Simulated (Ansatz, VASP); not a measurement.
## One calculation of CaSe, two programs

Contents of POSCAR:

```
CaSe
1.0
    0.0000000000      3.2795613671      3.2795613671
    3.2795613671      0.0000000000      3.2795613671
    3.2795613671      3.2795613671      0.0000000000
Ca Se
1 1
Direct
    0.0000000000      0.0000000000      0.0000000000
    0.2500000000      0.2500000000      0.2500000000
```

File INCAR.step1:

```
  ALGO = Normal
  EDIFF = 1E-5
  ENCUT = 520
  GGA = PE
  ISIF = 2
  ISMEAR = 0
  LASPH = T
  LREAL = F
  LWAVE = T
  NBANDS = 15
  NELM = 60
  PREC = Accurate
  SIGMA = 0.01
```

INCAR.step2

```
  AEXX = 0.25
  ALGO = Normal
  EDIFF = 1E-7
  ENCUT = 520
  GGA = PE
  ISIF = 2
  ISMEAR = 0
  ISTART = 1
  LASPH = T
  LCHARG = T
  LELF = T
  LHFCALC = T
  LREAL = F
  LVHAR = T
  LWAVE = F
  NBANDS = 15
  NELM = 60
  PREC = Accurate
  PRECFOCK = Normal
  SIGMA = 0.01
```

Contents of KPOINTS:

```
k-points
0
Gamma
  4 4 4
```

Input for Ansatz:

```yaml
crystal:
  lattice:
    - [0.0, 3.2795613671, 3.2795613671]
    - [3.2795613671, 0.0, 3.2795613671]
    - [3.2795613671, 3.2795613671, 0.0]
  atoms:
    - { symbol: Ca, position: [0.0, 0.0, 0.0] }
    - { symbol: Se, position: [0.25, 0.25, 0.25] }
kpoints:
  mp_grid: { grid: [4, 4, 4] }
  band_path:
    path:
      - [0.0, 0.0, 0.0]
      - [-0.5, -0.5, 0.0]
      - [-0.375, -0.375, 0.25]
      - [-0.375, 0.0, 0.375]
      - [0.0, 0.0, 0.5]
      - [-0.5, -0.25, 0.25]
      - [0.0, 0.270833, -0.270833]
    npoints: 1
hamiltonian:
  xc: pbe0
scf:
  occupations: { method: fixed }
  n_extra_bands: 4
output:
  forces: true
  stress: true
  eigenvalues: true
  write_density: true
  write_potential: true
  elf: true
  volumetric_format: npy
```

Alike in both runs: task single point; functional PBE0; k mesh 4 × 4 × 4; no spin polarisation.

|  | VASP | Ansatz |
| --- | --- | --- |
| version | VASP 6.6.1 | Ansatz 0.2.0 |
| potentials or method | VASP PAW PBE potentials, release 64 (Ca_sv, Se) | plane waves, PAW |
| plane-wave cutoff (eV) | 520 | 420 |
| occupations | gaussian, width 0.01 eV | fixed |
| valence electrons in the cell | 16 | 26 |

```tsv
	VASP	Ansatz	Ansatz less VASP
gap on the k mesh at the Fermi level (eV)	4.78	4.76	-0.022
pressure (GPa)	0.2	0.3	+0.01
```

VASP's potentials hold 16 valence electrons a cell and Ansatz's 26, so a difference there can come from the potentials and not from the codes. Ansatz's warnings: stress exchange threshold loose, stress scf threshold loose.
